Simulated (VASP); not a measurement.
# SnO2 (C2) in VASP: further runs, part 2 of 2

VASP 6.6.1.

**3. Single point, PBE (atoms displaced along a vibrational mode, the cell strained)**

Contents of INCAR:

```
SYSTEM = SnO2
PREC = Accurate
ENCUT = 520
EDIFF = 1E-6
ISMEAR = 0
SIGMA = 0.05
LREAL = .FALSE.
LASPH = .TRUE.
NELM = 80
ALGO = Normal
ISIF = 2
LWAVE = .FALSE.
LCHARG = .FALSE.
GGA = PE
NBANDS = 20
```

Contents of KPOINTS:

```
regular mesh
0
G
  12 12 12
  0 0 0
```

Contents of POSCAR:

```
SnO2
1.0
    1.5763469202      0.9101043187      4.7952989919
   -1.5763469202      0.9101043187      4.7952989919
    0.0000000000     -1.8202086374      4.7952989919
Sn O
1 2
Direct
    0.5049182473      0.4950817527      0.5000000000
    0.2166363734      0.2531289750      0.2348826742
    0.7468710250      0.7833636266      0.7651173258
```

Potentials or basis: VASP PAW PBE potentials, release 64 (Sn_d, O).

Run with:

```
$ cat potpaw_PBE.64/Sn_d/POTCAR potpaw_PBE.64/O/POTCAR > POTCAR
$ mpirun -np 1 vasp_std > vasp.out
```

OUTCAR:

```text
SYSTEM = SnO2
   PREC = Accurate
   ENCUT = 520
   EDIFF = 1E-6
   ISMEAR = 0
   LREAL = .FALSE.
   LASPH = .TRUE.
   NELM = 80
   ISIF = 2
   GGA = PE

 ion  position               nearest neighbor table
   1  0.505  0.495  0.500-   2 2.01   3 2.01   3 2.07   2 2.07   2 2.12   3 2.12
   2  0.217  0.253  0.235-   1 2.01   1 2.07   1 2.12
   3  0.747  0.783  0.765-   1 2.01   1 2.07   1 2.12

  LATTYP: Found a trigonal (rhomboedric) cell.
 ALAT       =     5.1291375401
 COS(alpha) =     0.8110943660

  Lattice vectors:

 A1 = (   1.5763469202,   0.9101043187,   4.7952989919)
 A2 = (  -1.5763469202,   0.9101043187,   4.7952989919)
 A3 = (   0.0000000000,  -1.8202086374,   4.7952989919)

Analysis of symmetry for initial positions (statically):
=====================================================================
 Subroutine PRICEL returns:
 Original cell was already a primitive cell.

 Routine SETGRP: Setting up the symmetry group for a
 trigonal (rhombohedral) supercell.

 Subroutine GETGRP returns: Found  2 space group operations
 (whereof  2 operations were pure point group operations)
 out of a pool of 12 trial point group operations.

The static configuration has the point symmetry C_2 .

Analysis of symmetry for dynamics (positions and initial velocities):
=====================================================================
 Subroutine PRICEL returns:
 Original cell was already a primitive cell.

 Routine SETGRP: Setting up the symmetry group for a
 trigonal (rhombohedral) supercell.

 Subroutine GETGRP returns: Found  2 space group operations
 (whereof  2 operations were pure point group operations)
 out of a pool of 12 trial point group operations.

[... 115 lines left out ...]
   EMIN   =  10.00;   EMAX   =-10.00  energy-range for DOS
   EFERMI =   0.00;   METHOD = LEGACY
   ISMEAR =     0;   SIGMA  =   0.05  broadening in eV -4-tet -1-fermi 0-gaus
   EFERMI_NEDOS =   21; number of points for ismear=-14 and -15
   IALGO  =     38    algorithm
   IMIX   =      4    mixing-type and parameters
     AMIX     =   0.40;   BMIX     =  1.00
     AMIX_MAG =   1.60;   BMIX_MAG =  1.00
  volume/ion in A,a.u.               =      13.76        92.85
  Fermi-wavevector in a.u.,A,eV,Ry     =   1.403339  2.651926 26.794780  1.969361
  Thomas-Fermi vector in A             =   2.526011
   LORBIT       =      0    0 simple, 1 ext, 2 COOP (PROOUT), +10 PAW based schemes
   GGA     = PE    functional components
   LHFCALC =     F    Hartree Fock is set to
   AEXX    =    0.0000 exact exchange contribution
   IVDW    =     0    specifies the selected vdW correction
   LEPSILON=     F    determine dielectric tensor
   LRPA    =     F    only Hartree local field effects (RPA)
 non-spin polarized calculation
 Gauss-broadening in eV      SIGMA  =   0.05
  energy-cutoff  :      520.00
  volume of cell :       41.28
 maximum number of plane-waves:      1124
 NGX is ok and might be reduce to    40
   NGX = 19   NGY = 19   NGZ = 19

 number of electron      26.0000003 magnetization

 Free energy of the ion-electron system (eV)
  ---------------------------------------------------
  ext. energy  EPLUGINS =         0.00000000
  ---------------------------------------------------
  free energy    TOTEN  =       -18.01234981 eV

  energy without entropy =      -18.01234981  energy(sigma->0) =      -18.01234981

 E-fermi :   4.0084     XC(G=0): -10.1842

 val. band max:        3.7438255546   @ k =  -0.1667   0.2500   0.0833
 cond. band min:       6.2627720394   @ k =   0.0000   0.0000   0.0000
 fundamental gap:      2.5189464848
 Fermi energy:         4.0083733578

 k-point     1 :       0.0000    0.0000    0.0000
  band No.  band energies     occupation
      1     -16.3107      2.00000
      2     -15.9657      2.00000
      3     -15.9295      2.00000
      4     -15.6684      2.00000
      5     -15.6639      2.00000
      6     -14.4920      2.00000
[... 541 lines left out ...]
     19      17.6338      0.00000
     20      19.8920      0.00000

 [... further k-points ...]

------------------------ aborting loop because EDIFF is reached ----------------------------------------

  FORCE on cell =-STRESS in cart. coord.  units (eV):
  Direction    XX          YY          ZZ          XY          YZ          ZX
  --------------------------------------------------------------------------------------
  -------------------------------------------------------------------------------------
  Total        4.4358868      4.2723454      2.1467821      0.0000000      0.1935577      0.0000000
  in kB      172.1793703    165.8314960     83.3275520      0.0000000      7.5129600      0.0000000
  external PRESSURE =     140.4461394 kB  Pullay stress =       0.0000000 kB

 VOLUME and BASIS-vectors are now :
 -----------------------------------------------------------------------------
  energy-cutoff  :      520.00
  volume of cell :       41.28
      direct lattice vectors                 reciprocal lattice vectors
     1.576346920  0.910104319  4.795298992     0.317189061  0.183129190  0.069512523
    -1.576346920  0.910104319  4.795298992    -0.317189061  0.183129190  0.069512523
     0.000000000 -1.820208637  4.795298992     0.000000000 -0.366258380  0.069512523

 POSITION                                       TOTAL-FORCE (eV/Angst)
 -----------------------------------------------------------------------------------
      0.01551      0.00000      7.19295        -1.423096     -0.000000      0.000000
     -0.05753     -0.00000      3.37900         0.711548      0.098904      1.066543
     -0.05753      0.00000     11.00690         0.711548     -0.098904     -1.066543
 -----------------------------------------------------------------------------------
    total drift:                               -0.000168     -0.000000      0.000000

  FREE ENERGIE OF THE ION-ELECTRON SYSTEM (eV)
  ---------------------------------------------------
  free  energy   TOTEN  =       -18.0123498114 eV

  energy  without entropy=      -18.0123498114  energy(sigma->0) =      -18.01234981
```

Run time: 13 min. Hardware: 1 thread of Oxide Virtual Turin-like, shared host; peak memory 0.48 GiB.

What came out:

- Free energy: -18.0123 eV
- Pressure: 14.0 GPa
- Largest force: 1.423 eV/Å
- Band gap on the k mesh: 2.52 eV (least direct gap 2.78 eV)

Forces on the atoms (eV/Å):
```
Sn  -1.423  0.000  0.000
O    0.712  0.099  1.067
O    0.712 -0.099 -1.067
```

Stress tensor (GPa, compression positive):
```
17.22  0.00  0.00
 0.00 16.58  0.75
 0.00  0.75  8.33
```

Caveat: the cell differs from its parent crystal (atoms displaced along a vibrational mode, the cell strained); the cell stands under pressure; spin-orbit coupling is left out, which moves the levels of the heavy elements; forces of over 1 eV/Å act on the atoms, so gaps and moduli don't describe the material at rest. A k mesh can miss the band edges.

**4. Single point, PBE (atoms displaced along a vibrational mode, the cell strained)**

Contents of INCAR:

```
ALGO = Normal ; EDIFF = 1E-6
ENCUT = 520 ; GGA = PE
ISIF = 2 ; ISMEAR = 0
LASPH = True ; LCHARG = False
LREAL = False ; LWAVE = False
NBANDS = 20 ; NELM = 100
PREC = Accurate ; SIGMA = 0.05
```

Contents of KPOINTS:

```
k-points
0
Gamma
  12 12 12
```

Contents of POSCAR:

```
SnO2
1.0
    1.6369756479      0.9451083310      4.9797335685
   -1.6369756479      0.9451083310      4.9797335685
    0.0000000000     -1.8902166619      4.9797335685
Sn O
1 2
Direct
    0.5049182473      0.4950817527      0.5000000000
    0.2166363734      0.2531289750      0.2348826742
    0.7468710250      0.7833636266      0.7651173258
```

Run with:

```
$ cat potpaw_PBE.64/Sn_d/POTCAR potpaw_PBE.64/O/POTCAR > POTCAR
$ mpirun -np 1 vasp_std > vasp.out
```

Run time: 17 min. Hardware: 1 thread of Oxide Virtual Turin-like, shared host; peak memory 0.51 GiB.

It converged, with:

```yaml
Free_energy: -18.1492 eV
Pressure: -3.7 GPa
Largest_force: 0.890 eV/Å
Band_gap_on_the_k_mesh: 1.77 eV (least direct gap 1.92 eV)
```

Forces on the atoms (eV/Å):
```
Sn  -0.890  0.000  0.000
O    0.445  0.068 -0.261
O    0.445 -0.068  0.261
```

Stress tensor (GPa, compression positive):
```
-4.24  0.00  0.00
 0.00 -4.74  0.48
 0.00  0.48 -2.17
```

Levels at points of the mesh, in eV from the valence-band top:
| k point | band 11 | band 12 | band 13 | band 14 | band 15 | band 16 |
| --- | --- | --- | --- | --- | --- | --- |
| (0.00, 0.00, 0.00) | -0.86 | -0.86 | -0.14 | 1.77 | 5.59 | 10.68 |
| (0.50, 0.00, 0.00) | -1.33 | -0.56 | -0.45 | 4.98 | 7.49 | 9.80 |
| (0.00, 0.00, 0.50) | -1.34 | -0.55 | -0.46 | 4.97 | 7.51 | 9.79 |
| (0.50, 0.50, 0.00) | -1.10 | -0.46 | -0.05 | 4.78 | 6.80 | 10.37 |
| (0.50, 0.00, 0.50) | -1.09 | -0.46 | -0.05 | 4.79 | 6.78 | 10.37 |
| (0.50, 0.50, 0.50) | -1.06 | -0.83 | -0.83 | 2.83 | 5.45 | 10.88 |

Caveat: the cell differs from its parent crystal (atoms displaced along a vibrational mode, the cell strained); the cell stands under tension; spin-orbit coupling is left out, which moves the levels of the heavy elements. A k mesh can miss the band edges.

**5. The runs side by side**

| cell | gap on the mesh (eV) | pressure (GPa) | largest force (eV/Å) |
| --- | --- | --- | --- |
| a = 5.261 Å, angles 35.8°, 3 atoms | 2.00 | 1.1 | 1.05 |
| a = 5.129 Å, angles 35.8°, 3 atoms | 2.52 | 14.0 | 1.42 |
| a = 5.326 Å, angles 35.8°, 3 atoms | 1.77 | -3.7 | 0.89 |

Alike in all rows: task single point; level PBE; potentials or basis VASP PAW PBE potentials, release 64 (Sn_d, O); no spin polarisation; k mesh 12 × 12 × 12; cutoff (eV) 520; smearing gaussian 0.05 eV.

Caveats: spin-orbit coupling is left out, which moves the levels of the heavy elements; forces of over 1 eV/Å act on the atoms, so gaps and moduli don't describe the material at rest (at least some runs); the cell stands under pressure (at least some runs); the cell stands under tension (at least some runs).

Total energies depend on the potentials used, so only differences within one code and one set of settings carry meaning.
